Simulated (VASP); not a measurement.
# ZrCrC5 (C2/m) in VASP: single point with PBE

Aim: the single point of ZrCrC5 with PBE.

Everything below comes from runs of VASP 6.6.1. Logs are shortened: lines on timing, memory, paths and dates and some standing lists are left out, and cuts for length are marked.

## (1) The cell of the first run

It takes space group C2/m (No. 12, monoclinic). The conventional cell has a = 6.211 Å, b = 4.907 Å, c = 5.571 Å, α = 90.00°, β = 109.04°, γ = 90.00°. Within 3.2 Å of Zr (site symmetry 2/m) lie 6 C at 2.32 to 2.79 Å and 4 Cr at 2.45 to 3.11 Å. Cr (site symmetry 2/m) has 4 Zr at 2.45 to 3.11 Å and 4 C at 2.77 Å within 3.2 Å. Within 1.9 Å of C (site symmetry 1) lie 3 C at 1.46 to 1.53 Å. C (site symmetry 2/m) has 4 C at 1.52 Å within 2.0 Å.

The cell was generated, and may not be a known phase.

## (2) Single point, PBE, collinear spin, ferromagnetic start

The input, INCAR:

```
SYSTEM = ZrCrC5
ALGO = Normal
EDIFF = 1E-6
ENCUT = 600
GGA = PE
GGA_COMPAT = .False.
ISIF = 2
ISMEAR = 0
ISPIN = 2
LASPH = .True.
LCHARG = .True.
LELF = .True.
LMAXMIX = 4
LORBIT = 11
LREAL = .False.
LVHAR = .True.
LWAVE = .False.
MAGMOM = 0 3 0 0 0 0 0
NBANDS = 35
NELM = 200
PREC = Accurate
SIGMA = 0.2
```

The input, KPOINTS:

```
k-points
0
Gamma
  4 4 4
  0 0 0
```

The input, POSCAR:

```
ZrCrC5
1.0
    3.0990424995     -2.4537291456      0.1996422671
    3.0990424995      2.4537291456      0.1996422671
   -2.1521287008      0.0000000000      5.1389789562
Zr Cr C
1 1 5
Direct
    0.0000000000      0.0000000000      0.5000000000
    0.5000000000      0.5000000000      0.5000000000
    0.0173970280      0.3284502281      0.9115104734
    0.6715497719      0.9826029720      0.0884895266
    0.9826029720      0.6715497719      0.0884895266
    0.3284502281      0.0173970280      0.9115104734
    0.0000000000      0.0000000000      0.0000000000
```

Potentials or basis: VASP PAW PBE potentials, release 64 (Zr_sv, Cr_pv, C).

Run with:

```bash
cat potpaw_PBE.64/Zr_sv/POTCAR potpaw_PBE.64/Cr_pv/POTCAR potpaw_PBE.64/C/POTCAR > POTCAR
mpirun -np 1 vasp_std > vasp.out
```

OUTCAR:

```text
SYSTEM = ZrCrC5
   EDIFF = 1E-6
   ENCUT = 600
   GGA = PE
   ISIF = 2
   ISMEAR = 0
   ISPIN = 2
   LASPH = .True.
   LORBIT = 11
   LREAL = .False.
   NELM = 200
   PREC = Accurate

 ion  position               nearest neighbor table
   1  0.000  0.000  0.500-   3 2.32   4 2.32   5 2.32   6 2.32   2 2.45   2 2.45   7 2.79   7 2.79
                             2 3.11   2 3.11
   2  0.500  0.500  0.500-   1 2.45   1 2.45   1 3.11   1 3.11
   3  0.017  0.328  0.912-   5 1.46   7 1.52   6 1.53   1 2.32
   4  0.672  0.983  0.088-   6 1.46   7 1.52   5 1.53   1 2.32
   5  0.983  0.672  0.088-   3 1.46   7 1.52   4 1.53   1 2.32
   6  0.328  0.017  0.912-   4 1.46   7 1.52   3 1.53   1 2.32
   7  0.000  0.000  0.000-   3 1.52   4 1.52   5 1.52   6 1.52   1 2.79   1 2.79

  LATTYP: Found a base centered monoclinic cell.
 ALAT       =     6.2109327636
 B/A-ratio  =     0.7901322519
 C/A-ratio  =     0.8970349490
 COS(beta)  =    -0.3261833068

  Lattice vectors:

 A1 = (   3.0990424995,  -2.4537291456,   0.1996422671)
 A2 = (   3.0990424995,   2.4537291456,   0.1996422671)
 A3 = (  -2.1521287008,   0.0000000000,   5.1389789562)

Analysis of symmetry for initial positions (statically):
=====================================================================
 Subroutine PRICEL returns:
 Original cell was already a primitive cell.

 Routine SETGRP: Setting up the symmetry group for a
 base centered monoclinic supercell.

 Subroutine GETGRP returns: Found  4 space group operations
 (whereof  4 operations were pure point group operations)
 out of a pool of  4 trial point group operations.

The static configuration has the point symmetry C_2h.

Analysis of symmetry for dynamics (positions and initial velocities):
=====================================================================
 Subroutine PRICEL returns:
 Original cell was already a primitive cell.

 Routine SETGRP: Setting up the symmetry group for a
 base centered monoclinic supercell.

 Subroutine GETGRP returns: Found  4 space group operations
 (whereof  4 operations were pure point group operations)
 out of a pool of  4 trial point group operations.

The dynamic configuration has the point symmetry C_2h.

Analysis of structural, dynamic, and magnetic symmetry:
=====================================================================
 Subroutine PRICEL returns:
 Original cell was already a primitive cell.

 Routine SETGRP: Setting up the symmetry group for a
 base centered monoclinic supercell.

 Subroutine GETGRP returns: Found  4 space group operations
 (whereof  4 operations were pure point group operations)
 out of a pool of  4 trial point group operations.

The overall configuration has the point symmetry C_2h.

 Subroutine INISYM returns: Found  4 space group operations
 (whereof  4 operations are pure point group operations),
 and found     1 'primitive' translations

----------------------------------------------------------------------------------------

                                     Primitive cell

  volume of cell :      80.2643

  direct lattice vectors                    reciprocal lattice vectors
     3.099042499 -2.453729146  0.199642267     0.157101799 -0.203771472  0.065791920
     3.099042499  2.453729146  0.199642267     0.157101799  0.203771472  0.065791920
    -2.152128701  0.000000000  5.138978956    -0.012206378  0.000000000  0.189479333

  length of vectors
     3.957866618  3.957866618  5.571423755     0.265579300  0.265579300  0.189872097

  position of ions in fractional coordinates (direct lattice)
     0.000000000  0.000000000  0.500000000
     0.500000000  0.500000000  0.500000000
     0.017397028  0.328450228  0.911510473
     0.671549772  0.982602972  0.088489527
     0.982602972  0.671549772  0.088489527
     0.328450228  0.017397028  0.911510473
     0.000000000  0.000000000  0.000000000

  ion indices of the primitive-cell ions
   primitive index   ion index
                 1           1
                 2           2
[... 37 lines left out ...]
  0.250000  0.250000  0.000000      2.000000
  0.500000  0.250000  0.000000      4.000000
 -0.250000  0.250000  0.000000      2.000000
[... 16 lines left out ...]
 -0.250000  0.250000  0.500000      2.000000
  0.500000  0.500000  0.500000      1.000000
   k-points           NKPTS =     24   k-points in BZ     NKDIM =     24   number of bands    NBANDS=     35
   number of dos      NEDOS =    301   number of ions     NIONS =      7
   total plane-waves  NPLWV =  49152
   dimension x,y,z NGX =    32 NGY =   32 NGZ =   48
   dimension x,y,z NGXF=    64 NGYF=   64 NGZF=   96
   ions per type =               1   1   5
   NGX,Y,Z   is equivalent  to a cutoff of  13.44, 13.44, 14.32 a.u.
   NGXF,Y,Z  is equivalent  to a cutoff of  26.88, 26.88, 28.65 a.u.
 SYSTEM =  ZrCrC5
   PREC   = accura    normal or accurate (medium, high low for compatibility)
   ISTART =      0    job   : 0-new  1-cont  2-samecut
   ICHARG =      2    charge: 1-file 2-atom 10-const
   ISPIN  =      2    spin polarized calculation?
   LNONCOLLINEAR =      F non collinear calculations
   LSORBIT =      F    spin-orbit coupling
   LASPH  =      T    aspherical Exc in radial PAW
   ENCUT  =  600.0 eV  44.10 Ry    6.64 a.u.   7.90  7.90 11.13*2*pi/ulx,y,z
   NELM   =    200;   NELMIN=  2; NELMDL= -5     # of ELM steps
   EDIFF  = 0.1E-05   stopping-criterion for ELM
   LREAL  =      F    real-space projection
   EDIFFG = 0.1E-04   stopping-criterion for IOM
   NSW    =      0    number of steps for IOM
   IBRION =     -1    ionic relax: 0-MD 1-quasi-New 2-CG
   NFREE  =      0    steps in history (QN), initial steepest desc. (CG)
   ISIF   =      2    stress and relaxation
   ISYM   =      2    0-nonsym 1-usesym 2-fastsym
   POTIM  = 0.5000    time-step for ionic-motion
   TEBEG  =    0.0;   TEEND  =   0.0 temperature during run
   PSTRESS=    0.0 pullay stress
   NELECT =      44.0000    total number of electrons
   NUPDOWN=      -1.0000    fix difference up-down
   EMIN   =  10.00;   EMAX   =-10.00  energy-range for DOS
   EFERMI =   0.00;   METHOD = LEGACY
   ISMEAR =     0;   SIGMA  =   0.20  broadening in eV -4-tet -1-fermi 0-gaus
   EFERMI_NEDOS =   21; number of points for ismear=-14 and -15
   IALGO  =     38    algorithm
   IMIX   =      4    mixing-type and parameters
     AMIX     =   0.40;   BMIX     =  1.00
     AMIX_MAG =   1.60;   BMIX_MAG =  1.00
  volume/ion in A,a.u.               =      11.47        77.38
  Fermi-wavevector in a.u.,A,eV,Ry     =   1.339836  2.531923 24.424639  1.795160
  Thomas-Fermi vector in A             =   2.468196
   LORBIT       =     11    0 simple, 1 ext, 2 COOP (PROOUT), +10 PAW based schemes
   GGA     = PE    functional components
   LHFCALC =     F    Hartree Fock is set to
   AEXX    =    0.0000 exact exchange contribution
   IVDW    =     0    specifies the selected vdW correction
   LEPSILON=     F    determine dielectric tensor
   LRPA    =     F    only Hartree local field effects (RPA)
 spin polarized calculation
 Gauss-broadening in eV      SIGMA  =   0.20
  energy-cutoff  :      600.00
  volume of cell :       80.26
 maximum number of plane-waves:      2704
   NGX = 15   NGY = 15   NGZ = 23

 number of electron      44.0000005 magnetization       2.9521361

 Free energy of the ion-electron system (eV)
  ---------------------------------------------------
  ext. energy  EPLUGINS =         0.00000000
  ---------------------------------------------------
  free energy    TOTEN  =       -55.14325139 eV

  energy without entropy =      -55.08973377  energy(sigma->0) =      -55.11649258

 E-fermi :   7.0420     XC(G=0): -11.0686

 val. band max:        7.0412658936   @ k =   0.0000   0.0000   0.5000
 cond. band min:       7.0439730698   @ k =   0.5000   0.2500   0.2500
 fundamental gap:      0.0027071762
 Fermi energy:         7.0419871251

 spin component 1

 k-point     1 :       0.0000    0.0000    0.0000
  band No.  band energies     occupation
      1     -41.4105      1.00000
      2     -36.9562      1.00000
      3     -36.8332      1.00000
      4     -36.7374      1.00000
      5     -19.8148      1.00000
      6     -19.4400      1.00000
[... 877 lines left out ...]
     33      13.3920      0.00000
     34      13.3992      0.00000
 Fermi energy:         7.0419871251

 spin component 2

 k-point     1 :       0.0000    0.0000    0.0000
  band No.  band energies     occupation
      1     -41.5414      1.00000
      2     -34.1039      1.00000
      3     -33.7334      1.00000
      4     -33.6625      1.00000
      5     -19.9203      1.00000
      6     -19.6378      1.00000
[... 877 lines left out ...]
     33      13.3722      0.00000
     34      14.3668      0.00000
 [bands above 34 left out]

------------------------ aborting loop because EDIFF is reached ----------------------------------------

  FORCE on cell =-STRESS in cart. coord.  units (eV):
  Direction    XX          YY          ZZ          XY          YZ          ZX
  --------------------------------------------------------------------------------------
  -------------------------------------------------------------------------------------
  Total        0.1077413      0.2888870      0.0692326      0.0000000      0.0000000      0.0407360
  in kB        2.1506547      5.7665534      1.3819708      0.0000000      0.0000000      0.8131429
  external PRESSURE =       3.0997263 kB  Pullay stress =       0.0000000 kB

 VOLUME and BASIS-vectors are now :
 -----------------------------------------------------------------------------
  energy-cutoff  :      600.00
  volume of cell :       80.26
      direct lattice vectors                 reciprocal lattice vectors
     3.099042499 -2.453729146  0.199642267     0.157101799 -0.203771472  0.065791920
     3.099042499  2.453729146  0.199642267     0.157101799  0.203771472  0.065791920
    -2.152128701  0.000000000  5.138978956    -0.012206378  0.000000000  0.189479333

 POSITION                                       TOTAL-FORCE (eV/Angst)
 -----------------------------------------------------------------------------------
     -1.07606      0.00000      2.56949         0.000000     -0.000000      0.000000
      2.02298      0.00000      2.76913        -0.000000     -0.000000      0.000000
     -0.88989      0.76324      4.75328        -0.030086      0.058021      0.021762
      4.93585      0.76324      0.78498         0.030086      0.058021     -0.021762
      4.93585     -0.76324      0.78498         0.030086     -0.058021     -0.021762
     -0.88989     -0.76324      4.75328        -0.030086     -0.058021      0.021762
      0.00000      0.00000      0.00000         0.000000      0.000000      0.000000
 -----------------------------------------------------------------------------------
    total drift:                                0.000000      0.000000     -0.000000

  FREE ENERGIE OF THE ION-ELECTRON SYSTEM (eV)
  ---------------------------------------------------
  free  energy   TOTEN  =       -55.1432513939 eV

  energy  without entropy=      -55.0897337746  energy(sigma->0) =      -55.11649258

 total charge

# of ion       s       p       d       tot
------------------------------------------
    1        2.197   5.994   1.837  10.028
    2        0.333   6.132   4.229  10.693
    3        0.853   1.628   0.000   2.482
    4        0.853   1.628   0.000   2.482
    5        0.853   1.628   0.000   2.482
    6        0.853   1.628   0.000   2.482
    7        0.815   1.697   0.000   2.512
--------------------------------------------------
tot          6.758  20.335   6.066  33.160

 magnetization (x)

# of ion       s       p       d       tot
------------------------------------------
    1       -0.008   0.009  -0.229  -0.228
    2        0.050   0.008   2.976   3.035
    3       -0.002  -0.022   0.000  -0.023
    4       -0.002  -0.022   0.000  -0.023
    5       -0.002  -0.022   0.000  -0.023
    6       -0.002  -0.022   0.000  -0.023
    7        0.005   0.032   0.000   0.037
--------------------------------------------------
tot          0.040  -0.037   2.747   2.750
```

It took 4.9 min on 1 thread of Oxide Virtual Turin-like, shared host; peak memory 0.29 GiB.

Results:

```
Free energy                                           : -55.1433 eV
Pressure                                              : 0.3 GPa
Largest force                                         : 0.069 eV/Å
Net moment                                            : 2.95 μB per cell
Site moments                                          : Zr -0.23; Cr +3.04; C -0.02, +0.04 (each value once) μB
Valence electrons inside the program's atomic spheres : Zr 10.03; Cr 10.69; C 2.48, 2.51 (each value once)
```

Forces in eV/Å, atoms in the order of the input:
```
Zr   0.000  0.000  0.000
Cr   0.000  0.000  0.000
C   -0.030  0.058  0.022
C    0.030  0.058 -0.022
C    0.030 -0.058 -0.022
C   -0.030 -0.058  0.022
C    0.000  0.000  0.000
```

Levels at points of the mesh, in eV from the Fermi level:
Spin up:
```tsv
k point	band 19	band 20	band 21	band 22	band 23	band 24	band 25	band 26	band 27	band 28
(0.00, 0.00, 0.00)	-2.65	-2.54	-2.12	-1.07	-0.01	0.24	0.60	2.65	2.66	4.20
(0.50, 0.00, 0.00)	-1.65	-1.43	-1.15	-1.08	-0.88	-0.62	1.17	1.28	1.36	1.95
(0.50, 0.50, 0.00)	-1.51	-1.35	-1.09	-0.80	0.00	0.17	0.40	0.74	1.93	2.69
(0.00, 0.00, 0.50)	-2.51	-1.84	-1.29	-0.89	-0.07	0.00	0.46	3.01	3.77	4.25
(0.50, 0.00, 0.50)	-1.50	-1.29	-0.99	-0.95	-0.67	-0.39	-0.38	1.18	1.41	2.67
(0.50, 0.50, 0.50)	-2.78	-1.34	-1.17	-1.04	-0.79	-0.64	1.07	1.11	2.31	3.86
```
Spin down:
```
           k point  band 17  band 18  band 19  band 20  band 21  band 22  band 23  band 24
(0.00, 0.00, 0.00)    -2.75    -2.75    -2.14    -1.59    -1.10     0.14     1.90     2.26
(0.50, 0.00, 0.00)    -3.44    -1.66    -1.38    -0.36     1.04     1.17     1.32     1.53
(0.50, 0.50, 0.00)    -2.97    -1.64    -0.96     0.30     0.38     0.60     0.77     0.95
(0.00, 0.00, 0.50)    -2.82    -1.81    -1.72    -1.43    -0.32    -0.15     2.10     2.14
(0.50, 0.00, 0.50)    -2.73    -2.07    -0.94    -0.36     0.20     1.00     1.44     1.47
(0.50, 0.50, 0.50)    -3.69    -2.49    -1.98    -0.84     0.14     0.72     0.99     1.44
```

Caveat: the k points lie up to 0.42 Å⁻¹ apart.
